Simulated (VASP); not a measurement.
# LiF in VASP: further runs

LiF is run at these levels: PBE; tasks: relaxation of cell and atoms, single point.

Everything below comes from runs of VASP 6.6.1. Logs are shortened: lines on timing, memory, paths and dates and some standing lists are left out, and cuts for length are marked.

**1. The cell of the first run**

The structure is cubic, space group Fm-3m (No. 225). Conventional cell: a = 4.069 Å, b = 4.069 Å, c = 4.069 Å, α = 90.00°, β = 90.00°, γ = 90.00°. Li (site symmetry m-3m) has 6 F at 2.03 Å within 2.7 Å. Within 2.7 Å of F (site symmetry m-3m) lie 6 Li at 2.03 Å.

**2. Relaxation of cell and atoms, PBE**

INCAR reads:

```
ALGO     = Normal         # electronic algorithm
EDIFF    = 1E-6           # SCF threshold, eV
EDIFFG   = -0.01          # ionic threshold
ENCUT    = 600            # plane-wave cutoff, eV
GGA      = PE             # functional
IBRION   = 2              # ionic algorithm
ISIF     = 3              # what is computed and relaxed
ISMEAR   = 0              # smearing method
LASPH    = T              # aspherical terms in the spheres
LCHARG   = F              # write CHGCAR
LREAL    = F              # projectors in reciprocal space
LWAVE    = F              # write WAVECAR
NELM     = 80             # most SCF steps
NSW      = 100            # ionic steps
PREC     = Accurate       # precision mode
SIGMA    = 0.02           # smearing width, eV
```

KPOINTS reads:

```
k-points
0
Gamma
  10 10 10
```

POSCAR reads:

```
LiF
1.0
    0.0000000000      2.0343867978      2.0343867978
    2.0343867978      0.0000000000      2.0343867978
    2.0343867978      2.0343867978      0.0000000000
Li F
1 1
Direct
    0.5000000000      0.5000000000      0.5000000000
    0.0000000000      0.0000000000      0.0000000000
```

Potentials or basis: VASP PAW PBE potentials, release 64 (Li_sv, F).

Command:

```bash
cat potpaw_PBE.64/Li_sv/POTCAR potpaw_PBE.64/F/POTCAR > POTCAR
mpirun -np 1 vasp_std > vasp.out
```

OUTCAR:

```text
EDIFF = 1E-6
   EDIFFG = -0.01
   ENCUT = 600
   GGA = PE
   IBRION = 2
   ISIF = 3
   ISMEAR = 0
   LASPH = T
   LREAL = F
   NELM = 80
   NSW = 100
   PREC = Accurate

 ion  position               nearest neighbor table
   1  0.500  0.500  0.500-   2 2.03   2 2.03   2 2.03   2 2.03   2 2.03   2 2.03
   2  0.000  0.000  0.000-   1 2.03   1 2.03   1 2.03   1 2.03   1 2.03   1 2.03

  LATTYP: Found a face centered cubic cell.
 ALAT       =     4.0687735956

  Lattice vectors:

 A1 = (   0.0000000000,   2.0343867978,   2.0343867978)
 A2 = (   2.0343867978,   0.0000000000,   2.0343867978)
 A3 = (   2.0343867978,   2.0343867978,   0.0000000000)

Analysis of symmetry for initial positions (statically):
=====================================================================
 Subroutine PRICEL returns:
 Original cell was already a primitive cell.

 Routine SETGRP: Setting up the symmetry group for a
 face centered cubic supercell.

 Subroutine GETGRP returns: Found 48 space group operations
 (whereof 48 operations were pure point group operations)
 out of a pool of 48 trial point group operations.

The static configuration has the point symmetry O_h .

Analysis of symmetry for dynamics (positions and initial velocities):
=====================================================================
 Subroutine PRICEL returns:
 Original cell was already a primitive cell.

 Routine SETGRP: Setting up the symmetry group for a
 face centered cubic supercell.

 Subroutine GETGRP returns: Found 48 space group operations
 (whereof 48 operations were pure point group operations)
 out of a pool of 48 trial point group operations.

The dynamic configuration has the point symmetry O_h .

 Subroutine INISYM returns: Found 48 space group operations
 (whereof 48 operations are pure point group operations),
 and found     1 'primitive' translations

----------------------------------------------------------------------------------------

                                     Primitive cell

  volume of cell :      16.8396

  direct lattice vectors                    reciprocal lattice vectors
     0.000000000  2.034386798  2.034386798    -0.245774304  0.245774304  0.245774304
     2.034386798  0.000000000  2.034386798     0.245774304 -0.245774304  0.245774304
     2.034386798  2.034386798  0.000000000     0.245774304  0.245774304 -0.245774304

  length of vectors
     2.877057401  2.877057401  2.877057401     0.425693582  0.425693582  0.425693582

  position of ions in fractional coordinates (direct lattice)
     0.500000000  0.500000000  0.500000000
     0.000000000  0.000000000  0.000000000

  ion indices of the primitive-cell ions
   primitive index   ion index
                 1           1
                 2           2

----------------------------------------------------------------------------------------

 KPOINTS: k-points

Automatic generation of k-mesh.
 Grid dimensions read from file:
 generate k-points for:   10   10   10

 Generating k-lattice:

  Cartesian coordinates                     Fractional coordinates (reciprocal lattice)
    -0.024577430  0.024577430  0.024577430     0.100000000  0.000000000  0.000000000
     0.024577430 -0.024577430  0.024577430     0.000000000  0.100000000  0.000000000
     0.024577430  0.024577430 -0.024577430     0.000000000  0.000000000  0.100000000

  Length of vectors
     0.042569358  0.042569358  0.042569358

  Shift w.r.t. Gamma in fractional coordinates (k-lattice)
     0.000000000  0.000000000  0.000000000

 Subroutine IBZKPT returns following result:
 ===========================================

 Found     47 irreducible k-points:

 Following reciprocal coordinates:
            Coordinates               Weight
  0.000000  0.000000  0.000000      1.000000
  0.100000  0.000000  0.000000      8.000000
  0.200000  0.000000  0.000000      8.000000
  0.300000  0.000000  0.000000      8.000000
  0.400000  0.000000  0.000000      8.000000
  0.500000  0.000000  0.000000      4.000000
[... 16 lines left out ...]
  0.300000  0.300000  0.000000      6.000000
  0.400000  0.300000  0.000000     24.000000
 [... further k-points ...]
   k-points           NKPTS =     47   k-points in BZ     NKDIM =     47   number of bands    NBANDS=      9
   number of dos      NEDOS =    301   number of ions     NIONS =      2
   total plane-waves  NPLWV =  13824
   dimension x,y,z NGX =    24 NGY =   24 NGZ =   24
   dimension x,y,z NGXF=    48 NGYF=   48 NGZF=   48
   ions per type =               1   1
   NGX,Y,Z   is equivalent  to a cutoff of  13.87, 13.87, 13.87 a.u.
   NGXF,Y,Z  is equivalent  to a cutoff of  27.74, 27.74, 27.74 a.u.
 SYSTEM =  unknown system
   PREC   = accura    normal or accurate (medium, high low for compatibility)
   ISTART =      0    job   : 0-new  1-cont  2-samecut
   ICHARG =      2    charge: 1-file 2-atom 10-const
   ISPIN  =      1    spin polarized calculation?
   LNONCOLLINEAR =      F non collinear calculations
   LSORBIT =      F    spin-orbit coupling
   LASPH  =      T    aspherical Exc in radial PAW
   ENCUT  =  600.0 eV  44.10 Ry    6.64 a.u.   5.75  5.75  5.75*2*pi/ulx,y,z
   NELM   =     80;   NELMIN=  2; NELMDL= -5     # of ELM steps
   EDIFF  = 0.1E-05   stopping-criterion for ELM
   LREAL  =      F    real-space projection
   EDIFFG = -.1E-01   stopping-criterion for IOM
   NSW    =    100    number of steps for IOM
   IBRION =      2    ionic relax: 0-MD 1-quasi-New 2-CG
   NFREE  =      1    steps in history (QN), initial steepest desc. (CG)
   ISIF   =      3    stress and relaxation
   ISYM   =      2    0-nonsym 1-usesym 2-fastsym
   POTIM  = 0.5000    time-step for ionic-motion
   TEBEG  =    0.0;   TEEND  =   0.0 temperature during run
   PSTRESS=    0.0 pullay stress
   NELECT =      10.0000    total number of electrons
   NUPDOWN=      -1.0000    fix difference up-down
   EMIN   =  10.00;   EMAX   =-10.00  energy-range for DOS
   EFERMI =   0.00;   METHOD = LEGACY
   ISMEAR =     0;   SIGMA  =   0.02  broadening in eV -4-tet -1-fermi 0-gaus
   EFERMI_NEDOS =   21; number of points for ismear=-14 and -15
   IALGO  =     38    algorithm
   IMIX   =      4    mixing-type and parameters
     AMIX     =   0.40;   BMIX     =  1.00
     AMIX_MAG =   1.60;   BMIX_MAG =  1.00
  volume/ion in A,a.u.               =       8.42        56.82
  Fermi-wavevector in a.u.,A,eV,Ry     =   1.376041  2.600340 25.762471  1.893488
  Thomas-Fermi vector in A             =   2.501322
   LORBIT       =      0    0 simple, 1 ext, 2 COOP (PROOUT), +10 PAW based schemes
   GGA     = PE    functional components
   LHFCALC =     F    Hartree Fock is set to
   AEXX    =    0.0000 exact exchange contribution
   IVDW    =     0    specifies the selected vdW correction
   LEPSILON=     F    determine dielectric tensor
   LRPA    =     F    only Hartree local field effects (RPA)
 conjugate gradient relaxation of ions
 non-spin polarized calculation
 Gauss-broadening in eV      SIGMA  =   0.02
  energy-cutoff  :      600.00
  volume of cell :       16.84
 maximum number of plane-waves:       588
   NGX = 11   NGY = 11   NGZ = 11

--------------------------------------- Ionic step        1  -------------------------------------------

 number of electron      10.0000000 magnetization

 number of electron       9.9999992 magnetization

 Free energy of the ion-electron system (eV)
  ---------------------------------------------------
  ext. energy  EPLUGINS =         0.00000000
  ---------------------------------------------------
  free energy    TOTEN  =        -9.64329364 eV

  energy without entropy =       -9.64329364  energy(sigma->0) =       -9.64329364

------------------------ aborting loop because EDIFF is reached ----------------------------------------

  FORCE on cell =-STRESS in cart. coord.  units (eV):
  Direction    XX          YY          ZZ          XY          YZ          ZX
  --------------------------------------------------------------------------------------
  -------------------------------------------------------------------------------------
  Total       -0.0853298     -0.0853298     -0.0853298      0.0000000      0.0000000     -0.0000000
  in kB       -8.1185936     -8.1185936     -8.1185936      0.0000000      0.0000000     -0.0000000
  external PRESSURE =      -8.1185936 kB  Pullay stress =       0.0000000 kB

 VOLUME and BASIS-vectors are now :
 -----------------------------------------------------------------------------
  energy-cutoff  :      600.00
  volume of cell :       16.84
      direct lattice vectors                 reciprocal lattice vectors
     0.000000000  2.034386798  2.034386798    -0.245774304  0.245774304  0.245774304
     2.034386798  0.000000000  2.034386798     0.245774304 -0.245774304  0.245774304
     2.034386798  2.034386798  0.000000000     0.245774304  0.245774304 -0.245774304
[... 37 lines left out ...]
 POSITION                                       TOTAL-FORCE (eV/Angst)
 -----------------------------------------------------------------------------------
      2.03020      2.03020      2.03020         0.000000     -0.000000     -0.000000
      0.00000      2.03020      2.03020        -0.000000      0.000000      0.000000
 -----------------------------------------------------------------------------------
    total drift:                               -0.000000     -0.000000      0.000000

  FREE ENERGIE OF THE ION-ELECTRON SYSTEM (eV)
  ---------------------------------------------------
  free  energy   TOTEN  =        -9.6436717311 eV

  energy  without entropy=       -9.6436717311  energy(sigma->0) =       -9.64367173

--------------------------------------- Ionic step        3  -------------------------------------------

 number of electron       9.9999991 magnetization

 Free energy of the ion-electron system (eV)
  ---------------------------------------------------
  ext. energy  EPLUGINS =         0.00000000
  ---------------------------------------------------
  free energy    TOTEN  =        -9.64378692 eV

  energy without entropy =       -9.64378692  energy(sigma->0) =       -9.64378692

 E-fermi :  -0.9079     XC(G=0):  -9.8958

 val. band max:       -1.1300150568   @ k =   0.0000   0.0000   0.0000
 cond. band min:       7.8001605429   @ k =   0.0000   0.0000   0.0000
 fundamental gap:      8.9301755997
 Fermi energy:        -0.9078818743

 k-point     1 :       0.0000    0.0000    0.0000
  band No.  band energies     occupation
      1     -42.0868      2.00000
      2     -21.0550      2.00000
      3      -1.1300      2.00000
      4      -1.1300      2.00000
      5      -1.1300      2.00000
      6       7.8002      0.00000
      7      22.6005      0.00000
      8      22.6006      0.00000
      9      22.6006      0.00000

 k-point     2 :       0.1000    0.0000    0.0000
  band No.  band energies     occupation
      1     -42.0818      2.00000
      2     -21.0175      2.00000
      3      -1.4129      2.00000
      4      -1.1526      2.00000
      5      -1.1526      2.00000
      6       8.0917      0.00000
      7      19.9789      0.00000
      8      21.3812      0.00000
      9      21.3812      0.00000
[... 253 lines left out ...]
 k-point    24 :       0.4000    0.3000    0.0000
  band No.  band energies     occupation
      1     -42.0315      2.00000
      2     -20.5466      2.00000
      3      -3.3923      2.00000
      4      -1.9793      2.00000
      5      -1.8704      2.00000
      6      11.7816      0.00000
      7      15.5474      0.00000
      8      17.2151      0.00000
      9      18.8330      0.00000

 [... further k-points ...]

------------------------ aborting loop because EDIFF is reached ----------------------------------------

  FORCE on cell =-STRESS in cart. coord.  units (eV):
  Direction    XX          YY          ZZ          XY          YZ          ZX
  --------------------------------------------------------------------------------------
  -------------------------------------------------------------------------------------
  Total       -0.0003360     -0.0003360     -0.0003360      0.0000000      0.0000000     -0.0000000
  in kB       -0.0323624     -0.0323624     -0.0323624      0.0000000      0.0000000     -0.0000000
  external PRESSURE =      -0.0323624 kB  Pullay stress =       0.0000000 kB

 VOLUME and BASIS-vectors are now :
 -----------------------------------------------------------------------------
  energy-cutoff  :      600.00
  volume of cell :       16.64
      direct lattice vectors                 reciprocal lattice vectors
     0.000000000  2.026135828  2.026135828    -0.246775163  0.246775163  0.246775163
     2.026135828 -0.000000000  2.026135828     0.246775163 -0.246775163  0.246775163
     2.026135828  2.026135828 -0.000000000     0.246775163  0.246775163 -0.246775163

 POSITION                                       TOTAL-FORCE (eV/Angst)
 -----------------------------------------------------------------------------------
      2.02614      2.02614      2.02614        -0.000000      0.000000      0.000000
      0.00000      0.00000      0.00000         0.000000     -0.000000     -0.000000
 -----------------------------------------------------------------------------------
    total drift:                                0.000000     -0.000000     -0.000000

  FREE ENERGIE OF THE ION-ELECTRON SYSTEM (eV)
  ---------------------------------------------------
  free  energy   TOTEN  =        -9.6437869244 eV

  energy  without entropy=       -9.6437869244  energy(sigma->0) =       -9.64378692

 reached required accuracy - stopping structural energy minimisation
```

Wall time 12 s (1 thread of Intel Xeon Platinum 8488C (Sapphire Rapids), shared host); peak memory 0.13 GiB.

Results:

```
Free energy                            : -9.6438 eV
Relaxed volume                         : 8.32 Å³/atom
Relaxed cell                           : a = 2.865 Å, b = 2.865 Å, c = 2.865 Å, α = 60.00°, β = 60.00°, γ = 60.00°
Space group after relaxing (to 0.05 Å) : Fm-3m (No. 225)
Energy gained by relaxing              : 0.2 meV/atom
Ionic steps                            : 3
Pressure after relaxing                : 0.0 GPa
Band gap on the k mesh                 : 8.93 eV, direct
```

The path:
```
step  energy change (eV)  largest force (eV/Å)  pressure (GPa)  volume (Å³)
   1              0.0000                0.0000           -0.81        16.84
   2             -0.0004                0.0000           -0.40        16.74
   3             -0.0005                0.0000            0.00        16.64
```

Final structure:
```
CELL_PARAMETERS angstrom
0.00000 2.02614 2.02614
2.02614 0.00000 2.02614
2.02614 2.02614 0.00000
ATOMIC_POSITIONS crystal
Li 0.50000 0.50000 0.50000
F 0.00000 0.00000 0.00000
```

Caveat: the cutoff is under 1.25 times the usual one of these potentials, so pressure, stress and relaxed cells hold a basis-set (Pulay) error. A k mesh can miss the band edges.

**3. Single point, PBE**

This run uses another cell than the first one: it holds 12 atoms, not 2.

INCAR reads:

```
  PREC = Accurate
  ENCUT = 520
  EDIFF = 1E-6
  ISMEAR = 0
  SIGMA = 0.1
  LREAL = F
  LASPH = T
  NELM = 100
  ALGO = Normal
  ISIF = 2
  LWAVE = F
  LCHARG = F
  GGA = PE
  NBANDS = 42
```

KPOINTS reads:

```
regular mesh
0
Gamma
  4 4 2
```

POSCAR reads:

```
LiF
1.0
    1.4389243678     -2.4917708970     -0.0003515465
   -4.3156236358     -2.4911219417      0.0001722946
   -0.0005483625     -0.0026467106     -7.0467807495
Li F
6 6
Direct
    0.3332618321      1.0000072084      0.6666847533
   -0.1667369249      0.5000088812      0.6666653864
    0.3332722238      0.6667235842     -0.0000127794
    0.8333277995      0.1666967427      0.0000001212
    0.8333083959      0.8332760350      0.3333348581
    0.3332921265      0.3333130962      0.3333142770
    0.8333395865      0.8333637454      0.8333104881
    0.3333405194      0.3333637512      0.8333330168
    0.3334090259      1.0000130750      0.1666809900
   -0.1665992900      0.4999714241      0.1666507600
    0.3334117239      0.6666570824      0.5000078353
    0.8333729816      0.1666053742      0.5000302934
```

Potentials or basis: VASP PAW PBE potentials, release 64 (Li_sv, F).

Command:

```bash
cat potpaw_PBE.64/Li_sv/POTCAR potpaw_PBE.64/F/POTCAR > POTCAR
mpirun -np 1 vasp_std > vasp.out
```

Run time: 89 s. Hardware: 1 thread of Intel Xeon Platinum 8488C (Sapphire Rapids), shared host; peak memory 0.23 GiB.

Results (log left out):

```yaml
Free_energy: -57.8440 eV
Band_gap_on_the_k_mesh: 8.82 eV
```

Forces in eV/Å, atoms in the order of the input:
```
Li   0.000  0.000  0.001
Li   0.001  0.000  0.000
Li   0.001  0.000  0.000
Li   0.000  0.000  0.000
Li  -0.001 -0.001 -0.001
Li   0.000  0.000 -0.001
F    0.000  0.000 -0.002
F    0.000  0.000  0.000
F    0.000  0.001  0.001
F   -0.001  0.000 -0.001
F    0.000  0.001  0.001
F   -0.002 -0.001  0.001
```

Levels at points of the mesh, in eV from the valence-band top:
| k point | band 27 | band 28 | band 29 | band 30 | band 31 | band 32 | band 33 | band 34 |
| --- | --- | --- | --- | --- | --- | --- | --- | --- |
| (0.00, 0.00, 0.00) | -0.17 | 0.00 | 0.00 | 0.00 | 8.82 | 10.47 | 10.47 | 11.69 |
| (0.50, 0.00, 0.00) | -0.66 | -0.66 | -0.23 | -0.23 | 11.86 | 11.86 | 13.46 | 13.46 |
| (0.00, 0.50, 0.00) | -0.21 | -0.21 | -0.14 | -0.14 | 10.14 | 10.14 | 11.86 | 11.86 |
| (0.50, 0.50, 0.00) | -0.41 | -0.41 | -0.41 | -0.41 | 11.69 | 11.69 | 11.69 | 11.69 |
| (0.00, 0.00, 0.50) | -0.06 | -0.06 | -0.06 | -0.06 | 9.54 | 9.54 | 10.61 | 10.61 |
| (0.50, 0.00, 0.50) | -0.49 | -0.49 | -0.49 | -0.49 | 12.23 | 12.23 | 12.23 | 12.24 |
| (0.00, 0.50, 0.50) | -0.36 | -0.36 | -0.08 | -0.08 | 10.46 | 10.46 | 11.14 | 11.14 |
| (0.50, 0.50, 0.50) | -0.22 | -0.22 | -0.22 | -0.22 | 10.61 | 10.61 | 13.73 | 13.74 |

Caveat: the k points lie up to 0.55 Å⁻¹ apart; the cutoff is under 1.25 times the usual one of these potentials, so pressure, stress and relaxed cells hold a basis-set (Pulay) error. A k mesh can miss the band edges.
